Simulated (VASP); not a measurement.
# H2C18O in VASP: single point with PBE+D3(BJ)

Aim: the single point of H2C18O with PBE+D3(BJ).

All numbers are computed with VASP 6.6.1; they aren't measurements. Logs are shortened: lines on timing, memory, paths and dates and some standing lists are left out, and cuts for length are marked.

## 1. The cell of the first run

The cell holds a slab with vacuum, 21 atoms: a = 7.398 Å, b = 7.398 Å, c = 13.000 Å, α = 90.00°, β = 90.00°, γ = 120.00°.

## 2. Single point, PBE+D3(BJ)

INCAR

```
SYSTEM = H2C18O
ALGO     = Normal         ! electronic algorithm
EDIFF    = 1E-6           ! SCF threshold, eV
ENCUT    = 910            ! plane-wave cutoff, eV
GGA      = PE             ! functional
GGA_COMPAT= .FALSE.      
ISIF     = 2              ! what is computed and relaxed
ISMEAR   = -1             ! smearing method
IVDW     = 12             ! dispersion correction
LASPH    = .TRUE.         ! aspherical terms in the spheres
LCHARG   = .TRUE.         ! write CHGCAR
LELF     = .TRUE.         ! ELF
LREAL    = Auto         
LVHAR    = .TRUE.       
LWAVE    = .FALSE.        ! write WAVECAR
NBANDS   = 56             ! bands
NELM     = 120            ! most SCF steps
NELMDL   = -8           
PREC     = Accurate       ! precision mode
SIGMA    = 0.05           ! smearing width, eV
```

KPOINTS

```
k-points
0
G
  2 2 1
  0 0 0
```

POSCAR

```
H2C18O
1.0
    7.3980000000      0.0000000000      0.0000000000
   -3.6990000000      6.4068560000      0.0000000000
    0.0000000000      0.0000000000     13.0000000000
C O H
18 1 2
Direct
    0.0054866079      0.0032981109      0.0580426863
    0.2266132026      0.1139234812      0.0581519236
    0.0047943770      0.3357306203      0.0580221161
    0.2272421953      0.4468666864      0.0581853316
    0.0044716110      0.6696428718      0.0582493102
    0.2274679028      0.7811762303      0.0581678343
    0.3380009888      0.0023426798      0.0580992793
    0.5604995468      0.1136720134      0.0579494109
    0.3377882787      0.3363340352      0.0582030539
    0.5607868566      0.4477945225      0.0582189599
    0.3386569849      0.6698794975      0.0581715159
    0.5598309068      0.7803579932      0.0580492020
    0.6711750676      0.0030341543      0.0578764192
    0.8943950925      0.1146403949      0.0578357493
    0.6721101793      0.3366877142      0.0580988987
    0.8932711012      0.4472191186      0.0581308773
    0.6714380153      0.6689359148      0.0581808219
    0.8939693896      0.7802325018      0.0581789274
    0.6860366041      0.0458030730      0.3155424579
    0.6660390295      0.0158852551      0.2423228251
    0.6816509618     -0.0769025694      0.3447842991
```

Potentials or basis: VASP PAW PBE potentials, release 64 (C_h, O_h, H_h).

On the command line:

```console
> cat potpaw_PBE.64/C_h/POTCAR potpaw_PBE.64/O_h/POTCAR potpaw_PBE.64/H_h/POTCAR > POTCAR
> mpirun -np 1 vasp_std > vasp.out
```

OUTCAR:

```text
SYSTEM = H2C18O
   EDIFF = 1E-6
   ENCUT = 910
   GGA = PE
   ISIF = 2
   ISMEAR = -1
   IVDW = 12
   LASPH = .TRUE.
   LREAL = Auto
   NELM = 120
   NELMDL = -8
   PREC = Accurate
 IVDW          = 12

 ion  position               nearest neighbor table
   1  0.005  0.003  0.058-   2 1.42  14 1.43  18 1.43
   2  0.227  0.114  0.058-   1 1.42   9 1.42   7 1.43
   3  0.005  0.336  0.058-  14 1.42   4 1.43  16 1.43
   4  0.227  0.447  0.058-   9 1.42   3 1.43  11 1.43
   5  0.004  0.670  0.058-  18 1.42  16 1.43   6 1.43
   6  0.227  0.781  0.058-   7 1.42  11 1.43   5 1.43
[... 10 lines left out ...]
  17  0.671  0.669  0.058-  10 1.42  18 1.43  12 1.43
  18  0.894  0.780  0.058-   5 1.42  17 1.43   1 1.43
  19  0.686  0.046  0.316-  21 0.97  20 0.97
  20  0.666  0.016  0.242-  19 0.97
  21  0.682  0.923  0.345-  19 0.97

  LATTYP: Found a hexagonal cell.
 ALAT       =     7.3980000000
 C/A-ratio  =     1.7572316842

  Lattice vectors:

 A1 = (   7.3980000000,   0.0000000000,   0.0000000000)
 A2 = (  -3.6990000000,   6.4068560000,   0.0000000000)
 A3 = (   0.0000000000,   0.0000000000,  13.0000000000)

Analysis of symmetry for initial positions (statically):
=====================================================================
 Subroutine PRICEL returns:
 Original cell was already a primitive cell.

 Routine SETGRP: Setting up the symmetry group for a
 hexagonal supercell.

 Subroutine GETGRP returns: Found  1 space group operations
 (whereof  1 operations were pure point group operations)
 out of a pool of 24 trial point group operations.

The static configuration has the point symmetry C_1 .

Analysis of symmetry for dynamics (positions and initial velocities):
=====================================================================
 Subroutine PRICEL returns:
 Original cell was already a primitive cell.

 Routine SETGRP: Setting up the symmetry group for a
 hexagonal supercell.

 Subroutine GETGRP returns: Found  1 space group operations
 (whereof  1 operations were pure point group operations)
 out of a pool of 24 trial point group operations.

The dynamic configuration has the point symmetry C_1 .

 Subroutine INISYM returns: Found  1 space group operations
 (whereof  1 operations are pure point group operations),
 and found     1 'primitive' translations

----------------------------------------------------------------------------------------
[... 114 lines left out ...]
   IBRION =     -1    ionic relax: 0-MD 1-quasi-New 2-CG
   NFREE  =      0    steps in history (QN), initial steepest desc. (CG)
   ISIF   =      2    stress and relaxation
   ISYM   =      2    0-nonsym 1-usesym 2-fastsym
   POTIM  = 0.5000    time-step for ionic-motion
   TEBEG  =    0.0;   TEEND  =   0.0 temperature during run
   PSTRESS=    0.0 pullay stress
   NELECT =      80.0000    total number of electrons
   NUPDOWN=      -1.0000    fix difference up-down
   EMIN   =  10.00;   EMAX   =-10.00  energy-range for DOS
   EFERMI =   0.00;   METHOD = LEGACY
   ISMEAR =    -1;   SIGMA  =   0.05  broadening in eV -4-tet -1-fermi 0-gaus
   EFERMI_NEDOS =   21; number of points for ismear=-14 and -15
   IALGO  =     38    algorithm
   IMIX   =      4    mixing-type and parameters
     AMIX     =   0.40;   BMIX     =  1.00
     AMIX_MAG =   1.60;   BMIX_MAG =  1.00
  volume/ion in A,a.u.               =      29.34       198.01
  Fermi-wavevector in a.u.,A,eV,Ry     =   0.828967  1.566521  9.349739  0.687186
  Thomas-Fermi vector in A             =   1.941434
   LORBIT       =      0    0 simple, 1 ext, 2 COOP (PROOUT), +10 PAW based schemes
   GGA     = PE    functional components
   LHFCALC =     F    Hartree Fock is set to
   AEXX    =    0.0000 exact exchange contribution
   IVDW    =    12    specifies the selected vdW correction
   LEPSILON=     F    determine dielectric tensor
   LRPA    =     F    only Hartree local field effects (RPA)
 non-spin polarized calculation
  energy-cutoff  :      910.00
  volume of cell :      616.17
 maximum number of plane-waves:     38434
 NGX is ok and might be reduce to    80
   NGX = 37   NGY = 37   NGZ = 63

 number of electron      79.9999999 magnetization

 Free energy of the ion-electron system (eV)
  ---------------------------------------------------
  ext. energy  EPLUGINS =         0.00000000
  ---------------------------------------------------
  free energy    TOTEN  =      -180.25963146 eV

  energy without entropy =     -180.20007734  energy(sigma->0) =     -180.22985440

 E-fermi :  -1.8026     XC(G=0):  -3.7965

 val. band max:       -1.8405221594   @ k =   0.0000   0.0000   0.0000
 cond. band min:      -1.7614988538   @ k =   0.0000   0.0000   0.0000
 fundamental gap:      0.0790233056
 Fermi energy:        -1.8026134976

 k-point     1 :       0.0000    0.0000    0.0000
  band No.  band energies     occupation
      1     -22.4068      2.00000
      2     -21.3269      2.00000
      3     -18.7826      2.00000
      4     -18.7653      2.00000
      5     -18.7544      2.00000
      6     -18.7457      2.00000
[... 209 lines left out ...]
     51       4.0336      0.00000
     52       4.1776      0.00000
 [bands above 52 left out]

------------------------ aborting loop because EDIFF is reached ----------------------------------------

 Edisp (eV)   -1.71446

 E8    (eV) :    -0.5247

  FORCE on cell =-STRESS in cart. coord.  units (eV):
  Direction    XX          YY          ZZ          XY          YZ          ZX
  --------------------------------------------------------------------------------------
  -------------------------------------------------------------------------------------
  Total      -0.08352    -0.08750    -0.39226     0.06776    -0.00330    -0.00575
  in kB      -0.21716    -0.22753    -1.01997     0.17619    -0.00857    -0.01494
  external pressure =       -0.49 kB  Pullay stress =        0.00 kB

 VOLUME and BASIS-vectors are now :
 -----------------------------------------------------------------------------
  energy-cutoff  :      910.00
  volume of cell :      616.17
      direct lattice vectors                 reciprocal lattice vectors
     7.398000000  0.000000000  0.000000000     0.135171668  0.078041398  0.000000000
    -3.699000000  6.406856000  0.000000000     0.000000000  0.156082796  0.000000000
     0.000000000  0.000000000 13.000000000     0.000000000  0.000000000  0.076923077

 POSITION                                       TOTAL-FORCE (eV/Angst)
 -----------------------------------------------------------------------------------
      0.02839      0.02113      0.75455         0.003905      0.006926     -0.000528
      1.25508      0.72989      0.75598        -0.007156     -0.003487      0.001336
     -1.20640      2.15098      0.75429         0.001842     -0.006498     -0.001009
      0.02818      2.86301      0.75641         0.006969     -0.007090     -0.001590
     -2.44393      4.29031      0.75724        -0.012727      0.004082     -0.001140
     -1.20676      5.00488      0.75618         0.003577      0.007872     -0.000508
[... 13 lines left out ...]
      4.86860      0.10177      3.15020        -0.002461      0.005020     -0.008314
      1.62832      5.91415      4.48220         0.001436     -0.000678      0.012933
 -----------------------------------------------------------------------------------
    total drift:                               -0.005635      0.002768      0.005122

  FREE ENERGIE OF THE ION-ELECTRON SYSTEM (eV)
  ---------------------------------------------------
  free  energy   TOTEN  =      -181.9740958183 eV

  energy  without entropy=     -181.9145416960  energy(sigma->0) =     -181.94431876
```

OSZICAR:

```text
N       E                     dE             d eps       ncg     rms          rms(c)
DAV:   1     0.853575698247E+03    0.85358E+03   -0.40994E+04   448   0.174E+03
DAV:   2     0.120582582628E+02   -0.84152E+03   -0.79125E+03   696   0.313E+02
DAV:   3    -0.183854636499E+03   -0.19591E+03   -0.19474E+03   560   0.157E+02
[... 17 lines left out ...]
DAV:  21    -0.180259590032E+03   -0.81066E-04   -0.75646E-06   528   0.704E-03    0.169E-03
DAV:  22    -0.180259618938E+03   -0.28906E-04   -0.17137E-06   416   0.327E-03    0.712E-04
DAV:  23    -0.180259627874E+03   -0.89359E-05   -0.57337E-07   368   0.201E-03    0.407E-04
DAV:  24    -0.180259630785E+03   -0.29112E-05   -0.40786E-07   328   0.141E-03    0.205E-04
DAV:  25    -0.180259631459E+03   -0.67346E-06   -0.12389E-07   320   0.922E-04
   1 F= -.18197410E+03 E0= -.18194432E+03  d E =-.595541E-01
```

Run time: 12 min. Hardware: 1 thread of AMD EPYC 9R45 (Zen 5), shared host; peak memory 1.5 GiB.

Results:

* Free energy: -181.9741 eV
* Largest force: 0.013 eV/Å
* Band gap on the k mesh: 0.08 eV
* Dispersion energy per atom: -0.082 eV

Forces in eV/Å, atoms in the order of the input:
```
C    0.004  0.007 -0.001
C   -0.007 -0.003  0.001
C    0.002 -0.006 -0.001
C    0.007 -0.007 -0.002
C   -0.013  0.004 -0.001
C    0.004  0.008 -0.001
C    0.002 -0.009  0.001
C    0.008 -0.006  0.001
C   -0.009  0.001  0.001
C    0.005  0.008  0.001
C    0.005  0.006 -0.001
C   -0.008  0.001 -0.001
C   -0.008  0.002 -0.003
C    0.002  0.006  0.000
C    0.005  0.007  0.001
C   -0.007 -0.003 -0.001
C    0.002 -0.007  0.000
C    0.007 -0.008 -0.001
O   -0.001 -0.003  0.000
H   -0.002  0.005 -0.008
H    0.001 -0.001  0.013
```

Levels at points of the mesh, in eV from the valence-band top:
```csv
k point,band 36,band 37,band 38,band 39,band 40,band 41,band 42,band 43,band 44,band 45
"(0.00, 0.00, 0.00)",-3.02,-3.01,-2.53,-0.02,0.00,0.08,0.09,3.15,4.17,4.87
"(0.50, 0.00, 0.00)",-2.64,-2.61,-2.59,-2.48,-2.31,1.72,2.53,2.54,2.56,2.58
"(0.00, 0.50, 0.00)",-2.63,-2.62,-2.59,-2.48,-2.32,1.71,2.52,2.54,2.57,2.58
"(0.50, 0.50, 0.00)",-2.62,-2.62,-2.60,-2.49,-2.31,1.71,2.51,2.56,2.56,2.59
```

Caveat: the k points lie up to 0.49 Å⁻¹ apart; the cutoff is under 1.25 times the usual one of these potentials, so pressure, stress and relaxed cells hold a basis-set (Pulay) error.
